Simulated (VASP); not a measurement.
# MoN2 (Pbam) in VASP: single point with PBEsol

Aim: the single point of MoN2 with PBEsol.

Program: VASP 6.6.1. These are calculated values, not measurements. Logs are shortened: lines on timing, memory, paths and dates and some standing lists are left out, and cuts for length are marked.

## Step 1: The cell of the first run

Symmetry: Pbam, No. 55, orthorhombic system. The conventional cell has a = 4.206 Å, b = 4.367 Å, c = 2.728 Å, α = 90.00°, β = 90.00°, γ = 90.00°. Within 3.1 Å of Mo (site symmetry 2/m) lie 16 N at 2.18 to 3.04 Å and 6 Mo at 2.73 to 3.03 Å. Within 1.8 Å of N (site symmetry m) lie 1 N at 1.37 Å.

## Step 2: Single point, PBEsol (strain +0.0187 x Voigt [1, -1, 0, 0, 0, 0])

INCAR

```
ALGO     = Fast           # electronic algorithm
EDIFF    = 1E-6           # SCF threshold, eV
ENCUT    = 520            # plane-wave cutoff, eV
GGA      = PS             # functional
ISIF     = 2              # what is computed and relaxed
ISMEAR   = 0              # smearing method
LASPH    = T              # aspherical terms in the spheres
LCHARG   = F              # write CHGCAR
LREAL    = F              # projectors in reciprocal space
LWAVE    = F              # write WAVECAR
NBANDS   = 33             # bands
NELM     = 100            # most SCF steps
PREC     = Accurate       # precision mode
SIGMA    = 0.15           # smearing width, eV
```

KPOINTS

```
k-points
0
Gamma
  12 12 18
```

POSCAR

```
MoN2
1.0
    4.3668070433      0.0000000000      0.0000000000
    0.0000000000      4.2064864549      0.0000000000
    0.0000000000      0.0000000000      2.7284347069
Mo N
2 4
Direct
    0.5000000000      0.5000000000      0.0000000000
    0.0000000000      0.0000000000      0.0000000000
    0.8872955619      0.3872955619      0.5000000000
    0.1127044381      0.6127044381      0.5000000000
    0.3872955619      0.1127044381      0.5000000000
    0.6127044381      0.8872955619      0.5000000000
```

Potentials or basis: VASP PAW PBE potentials, release 64 (Mo_sv, N).

On the command line:

```console
$ cat potpaw_PBE.64/Mo_sv/POTCAR potpaw_PBE.64/N/POTCAR > POTCAR
$ mpirun -np 1 vasp_std > vasp.out
```

OUTCAR:

```text
EDIFF = 1E-6
   ENCUT = 520
   GGA = PS
   ISIF = 2
   ISMEAR = 0
   LASPH = T
   LREAL = F
   NELM = 100
   PREC = Accurate

 ion  position               nearest neighbor table
   1  0.500  0.500  0.000-   5 2.18   6 2.18   5 2.18   6 2.18   3 2.22   4 2.22   3 2.22   4 2.22
                             2 3.03   2 3.03   2 3.03   2 3.03
   2  0.000  0.000  0.000-   3 2.18   4 2.18   3 2.18   4 2.18   5 2.22   6 2.22   5 2.22   6 2.22
                             1 3.03   1 3.03   1 3.03   1 3.03
   3  0.887  0.387  0.500-   4 1.37   2 2.18   2 2.18   1 2.22   1 2.22
   4  0.113  0.613  0.500-   3 1.37   2 2.18   2 2.18   1 2.22   1 2.22
   5  0.387  0.113  0.500-   6 1.37   1 2.18   1 2.18   2 2.22   2 2.22
   6  0.613  0.887  0.500-   5 1.37   1 2.18   1 2.18   2 2.22   2 2.22

  LATTYP: Found a simple orthorhombic cell.
 ALAT       =     2.7284347069
 B/A-ratio  =     1.5417215022
 C/A-ratio  =     1.6004806830

  Lattice vectors:

 A1 = (   0.0000000000,   0.0000000000,  -2.7284347069)
 A2 = (   0.0000000000,   4.2064864549,   0.0000000000)
 A3 = (   4.3668070433,   0.0000000000,   0.0000000000)

Analysis of symmetry for initial positions (statically):
=====================================================================
 Subroutine PRICEL returns:
 Original cell was already a primitive cell.

 Routine SETGRP: Setting up the symmetry group for a
 simple orthorhombic supercell.

 Subroutine GETGRP returns: Found  8 space group operations
 (whereof  4 operations were pure point group operations)
 out of a pool of  8 trial point group operations.

The static configuration has the point symmetry C_2h.
 The point group associated with its full space group is D_2h.

Analysis of symmetry for dynamics (positions and initial velocities):
=====================================================================
 Subroutine PRICEL returns:
 Original cell was already a primitive cell.

 Routine SETGRP: Setting up the symmetry group for a
 simple orthorhombic supercell.

 Subroutine GETGRP returns: Found  8 space group operations
 (whereof  4 operations were pure point group operations)
 out of a pool of  8 trial point group operations.

The dynamic configuration has the point symmetry C_2h.
 The point group associated with its full space group is D_2h.

 Subroutine INISYM returns: Found  8 space group operations
 (whereof  4 operations are pure point group operations),
 and found     1 'primitive' translations

----------------------------------------------------------------------------------------

                                     Primitive cell

  volume of cell :      50.1184

  direct lattice vectors                    reciprocal lattice vectors
     4.366807043  0.000000000  0.000000000     0.229000272  0.000000000  0.000000000
     0.000000000  4.206486455  0.000000000     0.000000000  0.237728092  0.000000000
     0.000000000  0.000000000  2.728434707     0.000000000  0.000000000  0.366510511

  length of vectors
     4.366807043  4.206486455  2.728434707     0.229000272  0.237728092  0.366510511

  position of ions in fractional coordinates (direct lattice)
     0.500000000  0.500000000  0.000000000
     0.000000000  0.000000000  0.000000000
     0.887295562  0.387295562  0.500000000
     0.112704438  0.612704438  0.500000000
     0.387295562  0.112704438  0.500000000
     0.612704438  0.887295562  0.500000000

  ion indices of the primitive-cell ions
   primitive index   ion index
                 1           1
                 2           2
                 3           3
                 4           4
                 5           5
                 6           6

----------------------------------------------------------------------------------------

 KPOINTS: k-points

Automatic generation of k-mesh.
 Grid dimensions read from file:
 generate k-points for:   12   12   18

 Generating k-lattice:

  Cartesian coordinates                     Fractional coordinates (reciprocal lattice)
     0.019083356  0.000000000  0.000000000     0.083333333  0.000000000  0.000000000
     0.000000000  0.019810674  0.000000000     0.000000000  0.083333333  0.000000000
     0.000000000  0.000000000  0.020361695     0.000000000  0.000000000  0.055555556

  Length of vectors
     0.019083356  0.019810674  0.020361695

  Shift w.r.t. Gamma in fractional coordinates (k-lattice)
     0.000000000  0.000000000  0.000000000

 Subroutine IBZKPT returns following result:
 ===========================================

 Found    490 irreducible k-points:

 Following reciprocal coordinates:
            Coordinates               Weight
  0.000000  0.000000  0.000000      1.000000
  0.083333  0.000000  0.000000      2.000000
  0.166667  0.000000  0.000000      2.000000
  0.250000  0.000000  0.000000      2.000000
  0.333333  0.000000  0.000000      2.000000
  0.416667  0.000000  0.000000      2.000000
[... 16 lines left out ...]
  0.083333  0.250000  0.000000      4.000000
  0.166667  0.250000  0.000000      4.000000
 [... further k-points ...]
   k-points           NKPTS =    490   k-points in BZ     NKDIM =    490   number of bands    NBANDS=     33
   number of dos      NEDOS =    301   number of ions     NIONS =      6
   total plane-waves  NPLWV =  20480
   dimension x,y,z NGX =    32 NGY =   32 NGZ =   20
   dimension x,y,z NGXF=    64 NGYF=   64 NGZF=   40
   ions per type =               2   4
   NGX,Y,Z   is equivalent  to a cutoff of  12.18, 12.65, 12.19 a.u.
   NGXF,Y,Z  is equivalent  to a cutoff of  24.37, 25.29, 24.37 a.u.
 SYSTEM =  unknown system
   PREC   = accura    normal or accurate (medium, high low for compatibility)
   ISTART =      0    job   : 0-new  1-cont  2-samecut
   ICHARG =      2    charge: 1-file 2-atom 10-const
   ISPIN  =      1    spin polarized calculation?
   LNONCOLLINEAR =      F non collinear calculations
   LSORBIT =      F    spin-orbit coupling
   LASPH  =      T    aspherical Exc in radial PAW
   ENCUT  =  520.0 eV  38.22 Ry    6.18 a.u.   8.12  7.82  5.07*2*pi/ulx,y,z
   NELM   =    100;   NELMIN=  2; NELMDL= -5     # of ELM steps
   EDIFF  = 0.1E-05   stopping-criterion for ELM
   LREAL  =      F    real-space projection
   EDIFFG = 0.1E-04   stopping-criterion for IOM
   NSW    =      0    number of steps for IOM
   IBRION =     -1    ionic relax: 0-MD 1-quasi-New 2-CG
   NFREE  =      0    steps in history (QN), initial steepest desc. (CG)
   ISIF   =      2    stress and relaxation
   ISYM   =      2    0-nonsym 1-usesym 2-fastsym
   POTIM  = 0.5000    time-step for ionic-motion
   TEBEG  =    0.0;   TEEND  =   0.0 temperature during run
   PSTRESS=    0.0 pullay stress
   NELECT =      48.0000    total number of electrons
   NUPDOWN=      -1.0000    fix difference up-down
   EMIN   =  10.00;   EMAX   =-10.00  energy-range for DOS
   EFERMI =   0.00;   METHOD = LEGACY
   ISMEAR =     0;   SIGMA  =   0.15  broadening in eV -4-tet -1-fermi 0-gaus
   EFERMI_NEDOS =   21; number of points for ismear=-14 and -15
   IALGO  =     68    algorithm
   IMIX   =      4    mixing-type and parameters
     AMIX     =   0.40;   BMIX     =  1.00
     AMIX_MAG =   1.60;   BMIX_MAG =  1.00
  volume/ion in A,a.u.               =       8.35        56.37
  Fermi-wavevector in a.u.,A,eV,Ry     =   1.613700  3.049451 35.429962  2.604029
  Thomas-Fermi vector in A             =   2.708728
   LORBIT       =      0    0 simple, 1 ext, 2 COOP (PROOUT), +10 PAW based schemes
   GGA     = PS    functional components
   LHFCALC =     F    Hartree Fock is set to
   AEXX    =    0.0000 exact exchange contribution
   IVDW    =     0    specifies the selected vdW correction
   LEPSILON=     F    determine dielectric tensor
   LRPA    =     F    only Hartree local field effects (RPA)
 non-spin polarized calculation
 RMM-DIIS sequential band-by-band and
 Gauss-broadening in eV      SIGMA  =   0.15
  energy-cutoff  :      520.00
  volume of cell :       50.12
 maximum number of plane-waves:      1372
   NGX = 17   NGY = 15   NGZ = 11

 number of electron      47.9999994 magnetization

 Free energy of the ion-electron system (eV)
  ---------------------------------------------------
  ext. energy  EPLUGINS =         0.00000000
  ---------------------------------------------------
  free energy    TOTEN  =       -58.73377245 eV

  energy without entropy =      -58.71440668  energy(sigma->0) =      -58.72408957

 E-fermi :  12.6831     XC(G=0): -14.1080

 val. band max:       12.6820126302   @ k =   0.3333   0.1667   0.2778
 cond. band min:      12.6841478636   @ k =   0.4167   0.4167   0.1111
 fundamental gap:      0.0021352334
 Fermi energy:        12.6830862299

 k-point     1 :       0.0000    0.0000    0.0000
  band No.  band energies     occupation
      1     -49.2842      2.00000
      2     -49.2114      2.00000
      3     -23.5761      2.00000
      4     -23.5328      2.00000
      5     -23.1648      2.00000
      6     -23.1570      2.00000
[... 25 lines left out ...]
     32      18.8803      0.00000
     33      21.1137      0.00000

 k-point     2 :       0.0833    0.0000    0.0000
  band No.  band energies     occupation
      1     -49.2829      2.00000
      2     -49.2126      2.00000
      3     -23.5706      2.00000
      4     -23.5266      2.00000
      5     -23.1735      2.00000
      6     -23.1636      2.00000
[... 25 lines left out ...]
     32      18.7968      0.00000
     33      20.2865      0.00000
[... 754 lines left out ...]
     32      18.0375      0.00000
     33      19.7657      0.00000

 k-point    24 :       0.1667    0.2500    0.0000
  band No.  band energies     occupation
      1     -49.2698      2.00000
      2     -49.2253      2.00000
      3     -23.5817      2.00000
      4     -23.3968      2.00000
      5     -23.3440      2.00000
      6     -23.1536      2.00000
[... 25 lines left out ...]
     32      17.9225      0.00000
     33      19.5489      0.00000

 [... further k-points ...]

------------------------ aborting loop because EDIFF is reached ----------------------------------------

  FORCE on cell =-STRESS in cart. coord.  units (eV):
  Direction    XX          YY          ZZ          XY          YZ          ZX
  --------------------------------------------------------------------------------------
  -------------------------------------------------------------------------------------
  Total       -2.8582294      3.9775906      0.0913896     -0.0000000      0.0000000      0.0000000
  in kB      -91.3714673    127.1550479      2.9215298     -0.0000000      0.0000000      0.0000000
  external PRESSURE =      12.9017035 kB  Pullay stress =       0.0000000 kB

 VOLUME and BASIS-vectors are now :
 -----------------------------------------------------------------------------
  energy-cutoff  :      520.00
  volume of cell :       50.12
      direct lattice vectors                 reciprocal lattice vectors
     4.366807043  0.000000000  0.000000000     0.229000272  0.000000000  0.000000000
     0.000000000  4.206486455  0.000000000     0.000000000  0.237728092  0.000000000
     0.000000000  0.000000000  2.728434707     0.000000000  0.000000000  0.366510511

 POSITION                                       TOTAL-FORCE (eV/Angst)
 -----------------------------------------------------------------------------------
      2.18340      2.10324      0.00000         0.000000      0.000000      0.000000
      0.00000      0.00000      0.00000         0.000000      0.000000      0.000000
      3.87465      1.62915      1.36422         0.048038     -0.216461      0.000000
      0.49216      2.57733      1.36422        -0.048038      0.216461      0.000000
      1.69124      0.47409      1.36422         0.048038      0.216461      0.000000
      2.67556      3.73240      1.36422        -0.048038     -0.216461      0.000000
 -----------------------------------------------------------------------------------
    total drift:                                0.000000     -0.000000     -0.000000

  FREE ENERGIE OF THE ION-ELECTRON SYSTEM (eV)
  ---------------------------------------------------
  free  energy   TOTEN  =       -58.7337724539 eV

  energy  without entropy=      -58.7144066841  energy(sigma->0) =      -58.72408957
```

Run time: 12 min. Hardware: 1 thread of Oxide Virtual Turin-like, shared host; peak memory 0.6 GiB.

Results:

```
Free energy            : -58.7338 eV
Pressure               : 1.3 GPa
Largest force          : 0.222 eV/Å
Band gap on the k mesh : zero (bands 24 and 25 overlap by 2.26 eV)
```

Forces in eV/Å, atoms in the order of the input:
```
Mo   0.000  0.000  0.000
Mo   0.000  0.000  0.000
N    0.048 -0.216  0.000
N   -0.048  0.216  0.000
N    0.048  0.216  0.000
N   -0.048 -0.216  0.000
```

Caveat: the cell differs from its parent crystal (strain +0.0187 x Voigt [1, -1, 0, 0, 0, 0]); the stress differs along the axes, from -9 to 13 GPa; the PAW data sets were made with another functional, which shifts forces and pressure a little.
